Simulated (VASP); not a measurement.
# Os (P6_3/mmc) in VASP: a series of runs

Aim: see how the results for Os move with the level of theory and the settings. Levels: RPBE, revPBE, BLYP, r2SCAN. Tasks: single point.

Everything below comes from runs of VASP 6.6.1. Logs are shortened: lines on timing, memory, paths and dates and some standing lists are left out, and cuts for length are marked.

## (1) The cell of the first run

Symmetry: P6_3/mmc, No. 194, hexagonal system. The conventional cell has a = 2.734 Å, b = 2.734 Å, c = 4.320 Å, α = 90.00°, β = 90.00°, γ = 120.00°. Within 3.5 Å of Os (site symmetry -6m2) lie 12 Os at 2.68 to 2.73 Å.

## (2) Single point, RPBE

Input file INCAR:

```
PREC     = Accurate       # precision mode
ENCUT    = 520            # plane-wave cutoff, eV
EDIFF    = 1E-7           # SCF threshold, eV
ISMEAR   = -1             # smearing method
SIGMA    = 0.05           # smearing width, eV
LREAL    = F              # projectors in reciprocal space
LASPH    = T              # aspherical terms in the spheres
NELM     = 100            # most SCF steps
ALGO     = Normal         # electronic algorithm
ISIF     = 2              # what is computed and relaxed
LWAVE    = F              # write WAVECAR
LCHARG   = F              # write CHGCAR
GGA      = RP             # functional
NBANDS   = 15             # bands
```

Input file KPOINTS:

```
Automatic mesh
0
Gamma
  6 6 4
```

Input file POSCAR:

```
Os
1.0
    2.7341000000      0.0000000000      0.0000000000
   -1.3670500000      2.3678000565      0.0000000000
    0.0000000000      0.0000000000      4.3197000000
Os
2
Direct
    0.6666666667      0.3333333333      0.7500000000
    0.3333333333      0.6666666667      0.2500000000
```

Potentials or basis: VASP PAW PBE potentials, release 64 (Os).

Launch:

```sh
$ cat potpaw_PBE.64/Os/POTCAR > POTCAR
$ mpirun -np 1 vasp_std > vasp.out
```

OUTCAR:

```text
PREC = Accurate
   ENCUT = 520
   EDIFF = 1E-7
   ISMEAR = -1
   LREAL = F
   LASPH = T
   NELM = 100
   ISIF = 2
   GGA = RP

 ion  position               nearest neighbor table
   1  0.667  0.333  0.750-   2 2.68   2 2.68   2 2.68   2 2.68   2 2.68   2 2.68
   2  0.333  0.667  0.250-   1 2.68   1 2.68   1 2.68   1 2.68   1 2.68   1 2.68

  LATTYP: Found a hexagonal cell.
 ALAT       =     2.7341000000
 C/A-ratio  =     1.5799348963

  Lattice vectors:

 A1 = (   2.7341000000,   0.0000000000,   0.0000000000)
 A2 = (  -1.3670500000,   2.3678000565,   0.0000000000)
 A3 = (   0.0000000000,   0.0000000000,   4.3197000000)

Analysis of symmetry for initial positions (statically):
=====================================================================
 Subroutine PRICEL returns:
 Original cell was already a primitive cell.

 Routine SETGRP: Setting up the symmetry group for a
 hexagonal supercell.

 Subroutine GETGRP returns: Found 24 space group operations
 (whereof 12 operations were pure point group operations)
 out of a pool of 24 trial point group operations.

The static configuration has the point symmetry D_3d.
 The point group associated with its full space group is D_6h.

Analysis of symmetry for dynamics (positions and initial velocities):
=====================================================================
 Subroutine PRICEL returns:
 Original cell was already a primitive cell.

 Routine SETGRP: Setting up the symmetry group for a
 hexagonal supercell.

 Subroutine GETGRP returns: Found 24 space group operations
 (whereof 12 operations were pure point group operations)
 out of a pool of 24 trial point group operations.

The dynamic configuration has the point symmetry D_3d.
 The point group associated with its full space group is D_6h.

 Subroutine INISYM returns: Found 24 space group operations
 (whereof 12 operations are pure point group operations),
 and found     1 'primitive' translations

----------------------------------------------------------------------------------------

                                     Primitive cell

  volume of cell :      27.9649

  direct lattice vectors                    reciprocal lattice vectors
     2.734100000  0.000000000  0.000000000     0.365751070  0.211166479  0.000000000
    -1.367050000  2.367800057  0.000000000     0.000000000  0.422332957  0.000000000
[... 87 lines left out ...]
   ISIF   =      2    stress and relaxation
   ISYM   =      2    0-nonsym 1-usesym 2-fastsym
   POTIM  = 0.5000    time-step for ionic-motion
   TEBEG  =    0.0;   TEEND  =   0.0 temperature during run
   PSTRESS=    0.0 pullay stress
   NELECT =      16.0000    total number of electrons
   NUPDOWN=      -1.0000    fix difference up-down
   EMIN   =  10.00;   EMAX   =-10.00  energy-range for DOS
   EFERMI =   0.00;   METHOD = LEGACY
   ISMEAR =    -1;   SIGMA  =   0.05  broadening in eV -4-tet -1-fermi 0-gaus
   EFERMI_NEDOS =   21; number of points for ismear=-14 and -15
   IALGO  =     38    algorithm
   IMIX   =      4    mixing-type and parameters
     AMIX     =   0.40;   BMIX     =  1.00
     AMIX_MAG =   1.60;   BMIX_MAG =  1.00
  volume/ion in A,a.u.               =      13.98        94.36
  Fermi-wavevector in a.u.,A,eV,Ry     =   1.359076  2.568282 25.131161  1.847088
  Thomas-Fermi vector in A             =   2.485855
   LORBIT       =      0    0 simple, 1 ext, 2 COOP (PROOUT), +10 PAW based schemes
   GGA     = RP    functional components
   LHFCALC =     F    Hartree Fock is set to
   AEXX    =    0.0000 exact exchange contribution
   IVDW    =     0    specifies the selected vdW correction
   LEPSILON=     F    determine dielectric tensor
   LRPA    =     F    only Hartree local field effects (RPA)
 non-spin polarized calculation
  energy-cutoff  :      520.00
  volume of cell :       27.96
 maximum number of plane-waves:       768
   NGX = 11   NGY = 11   NGZ = 17

 number of electron      15.9999999 magnetization

 Free energy of the ion-electron system (eV)
  ---------------------------------------------------
  ext. energy  EPLUGINS =         0.00000000
  ---------------------------------------------------
  free energy    TOTEN  =       -21.09807667 eV

  energy without entropy =      -21.08224169  energy(sigma->0) =      -21.09015918

 E-fermi :   9.8745     XC(G=0): -14.0367

 val. band max:        9.6877826840   @ k =   0.3333   0.0000   0.2500
 cond. band min:       9.9031517833   @ k =   0.3333   0.0000   0.0000
 fundamental gap:      0.2153690992
 Fermi energy:         9.8744950362

 k-point     1 :       0.0000    0.0000    0.0000
  band No.  band energies     occupation
      1      -1.3854      2.00000
      2       1.7480      2.00000
      3       6.4783      2.00000
      4       6.4783      2.00000
      5       6.7369      2.00000
      6       7.3179      2.00000
      7       7.3179      2.00000
      8       7.9762      2.00000
      9       7.9762      2.00000
     10       9.5723      1.99526
     11      11.2211      0.00000
     12      11.2211      0.00000
     13      18.6376      0.00000
     14      23.5483      0.00000
[... 347 lines left out ...]
      2       3.7047      2.00000
      3       4.5844      2.00000
      4       4.5844      2.00000
      5       6.0965      2.00000
      6       6.0965      2.00000
      7       8.1750      2.00000
      8       8.1750      2.00000
      9      11.1679      0.00000
     10      11.1679      0.00000
     11      17.8899      0.00000
     12      17.8899      0.00000
     13      18.9963      0.00000
     14      18.9963      0.00000
     15      20.9043      0.00000

------------------------ aborting loop because EDIFF is reached ----------------------------------------

  FORCE on cell =-STRESS in cart. coord.  units (eV):
  Direction    XX          YY          ZZ          XY          YZ          ZX
  --------------------------------------------------------------------------------------
  -------------------------------------------------------------------------------------
  Total        2.6819622      2.6819622      1.6254006     -0.0000000     -0.0000000     -0.0000000
  in kB      153.6562484    153.6562484     93.1232205     -0.0000000     -0.0000000     -0.0000000
  external PRESSURE =     133.4785724 kB  Pullay stress =       0.0000000 kB

 VOLUME and BASIS-vectors are now :
 -----------------------------------------------------------------------------
  energy-cutoff  :      520.00
  volume of cell :       27.96
      direct lattice vectors                 reciprocal lattice vectors
     2.734100000  0.000000000  0.000000000     0.365751070  0.211166479  0.000000000
    -1.367050000  2.367800057  0.000000000     0.000000000  0.422332957  0.000000000
     0.000000000  0.000000000  4.319700000     0.000000000  0.000000000  0.231497558

 POSITION                                       TOTAL-FORCE (eV/Angst)
 -----------------------------------------------------------------------------------
      1.36705      0.78927      3.23977         0.000000      0.000000      0.000000
     -0.00000      1.57853      1.07993        -0.000000      0.000000      0.000000
 -----------------------------------------------------------------------------------
    total drift:                               -0.000000      0.000000     -0.000000

  FREE ENERGIE OF THE ION-ELECTRON SYSTEM (eV)
  ---------------------------------------------------
  free  energy   TOTEN  =       -21.0980766732 eV

  energy  without entropy=      -21.0822416927  energy(sigma->0) =      -21.09015918
```

stdout:

```text
POSCAR found type information on POSCAR Os
 POSCAR found :  1 types and       2 ions
 scaLAPACK will be used
 -----------------------------------------------------------------------------
|                                                                             |
|                                                                             |
|     You enforced a specific xc type in the INCAR file but a different       |
|     I HOPE YOU KNOW WHAT YOU ARE DOING!                                     |
|                                                                             |
 -----------------------------------------------------------------------------

 LDA part: xc-table for (Slater+PW92), standard interpolation
 POSCAR, INCAR and KPOINTS ok, starting setup
 FFT: planning ... GRIDC
 FFT: planning ... GRID_SOFT
 FFT: planning ... GRID
 WAVECAR not read
 entering main loop
```

It took 15 s on 1 thread of Intel Xeon Platinum 8375C at 2.90GHz (Ice Lake), shared host; peak memory 0.13 GiB.

What came out:

```
Free energy            : -21.0981 eV
Pressure               : 13.3 GPa
Band gap on the k mesh : zero (band 8 reaches 11.56 eV, above the bottom of band 9 at 7.98 eV)
```

Levels at points of the mesh, in eV from the Fermi level:
| k point | band 6 | band 7 | band 8 | band 9 | band 10 | band 11 |
| --- | --- | --- | --- | --- | --- | --- |
| (0.00, 0.00, 0.00) | -2.56 | -2.56 | -1.90 | -1.90 | -0.30 | 1.35 |
| (0.50, 0.00, 0.00) | -2.91 | -2.22 | 1.69 | 2.25 | 2.38 | 4.07 |
| (0.00, 0.00, 0.50) | -3.59 | -3.59 | -3.59 | 0.55 | 0.55 | 0.55 |
| (0.50, 0.00, 0.50) | -1.54 | -0.49 | -0.49 | 2.03 | 2.03 | 2.96 |

Caveat: the k points lie up to 0.44 Å⁻¹ apart; the PAW data sets were made with another functional, which shifts forces and pressure a little; spin-orbit coupling is left out, which moves the levels of the heavy elements.

## (3) Single point, revPBE

Input file INCAR:

```
PREC = Accurate
ENCUT = 520
EDIFF = 1E-6
ISMEAR = -1
SIGMA = 0.05
LREAL = F
LASPH = T
NELM = 100
ALGO = Normal
ISIF = 2
LWAVE = F
LCHARG = F
GGA = RE
NBANDS = 15
```

KPOINTS is that of step 2.

POSCAR is that of step 2.

Potentials or basis: VASP PAW PBE potentials, release 64 (Os).

Launch:

```sh
$ cat potpaw_PBE.64/Os/POTCAR > POTCAR
$ mpirun -np 1 vasp_std > vasp.out
```

Run time: 12 s. Hardware: 1 thread of Intel Xeon Platinum 8375C at 2.90GHz (Ice Lake), shared host; peak memory 0.13 GiB.

The run converged. Its results:

```yaml
Free_energy: -21.3636 eV
Pressure: 12.2 GPa
Band_gap_on_the_k_mesh: zero (band 8 reaches 11.54 eV, above the bottom of band 9 at 7.96 eV)
```

Stress tensor (GPa, compression positive):
```
14.28  0.00  0.00
 0.00 14.28  0.00
 0.00  0.00  8.17
```

Levels at points of the mesh, in eV from the Fermi level:
```
           k point  band 4  band 5  band 6  band 7  band 8  band 9  band 10  band 11  band 12  band 13
(0.00, 0.00, 0.00)   -3.40   -3.14   -2.56   -2.56   -1.90   -1.90    -0.30     1.35     1.35     8.76
(0.50, 0.00, 0.00)   -3.89   -3.24   -2.91   -2.22    1.69    2.25     2.38     4.07     5.38     9.03
(0.00, 0.00, 0.50)   -3.91   -3.59   -3.59   -3.59   -3.59    0.55     0.55     0.55     0.55    13.39
(0.50, 0.00, 0.50)   -5.68   -1.54   -1.54   -0.49   -0.49    2.03     2.03     2.96     2.96     8.82
```

Caveat: the k points lie up to 0.44 Å⁻¹ apart; the PAW data sets were made with another functional, which shifts forces and pressure a little; spin-orbit coupling is left out, which moves the levels of the heavy elements.

## (4) Single point, BLYP

Input file INCAR:

```
PREC = Accurate
ENCUT = 520
EDIFF = 1E-6
ISMEAR = -1
SIGMA = 0.05
LREAL = False
LASPH = True
NELM = 100
ALGO = Normal
ISIF = 2
LWAVE = False
LCHARG = True
GGA = B5
ALDAX = 1.0
AGGAX = 1.0
AGGAC = 1.0
ALDAC = 0.0
LELF = True
LVHAR = True
NBANDS = 15
```

KPOINTS is that of step 3.

POSCAR is that of step 3.

Launch:

```sh
$ cat potpaw_PBE.64/Os/POTCAR > POTCAR
$ mpirun -np 1 vasp_std > vasp.out
```

Run time: 19 s. Hardware: 1 thread of Intel Xeon Platinum 8375C at 2.90GHz (Ice Lake), shared host; peak memory 0.13 GiB.

Results (log left out):

```yaml
Free_energy: -19.0532 eV
Pressure: 30.4 GPa
Band_gap_on_the_k_mesh: zero (band 8 reaches 12.09 eV, above the bottom of band 9 at 8.49 eV)
```

Stress tensor (GPa, compression positive):
```
32.62  0.00  0.00
 0.00 32.62  0.00
 0.00  0.00 25.82
```

Levels at points of the mesh, in eV from the Fermi level:
| k point | band 4 | band 5 | band 6 | band 7 | band 8 | band 9 | band 10 | band 11 | band 12 | band 13 |
| --- | --- | --- | --- | --- | --- | --- | --- | --- | --- | --- |
| (0.00, 0.00, 0.00) | -3.42 | -3.17 | -2.59 | -2.59 | -1.94 | -1.94 | 0.02 | 1.33 | 1.33 | 8.79 |
| (0.50, 0.00, 0.00) | -3.91 | -3.05 | -2.87 | -2.22 | 1.67 | 2.23 | 2.36 | 4.14 | 5.47 | 9.15 |
| (0.00, 0.00, 0.50) | -3.86 | -3.62 | -3.62 | -3.62 | -3.62 | 0.52 | 0.52 | 0.52 | 0.52 | 13.73 |
| (0.50, 0.00, 0.50) | -5.67 | -1.56 | -1.56 | -0.31 | -0.31 | 2.00 | 2.00 | 3.05 | 3.05 | 8.87 |

Caveat: the k points lie up to 0.44 Å⁻¹ apart; the PAW data sets were made with another functional, which shifts forces and pressure a little; spin-orbit coupling is left out, which moves the levels of the heavy elements.

(Continued in part 2 of 2.)
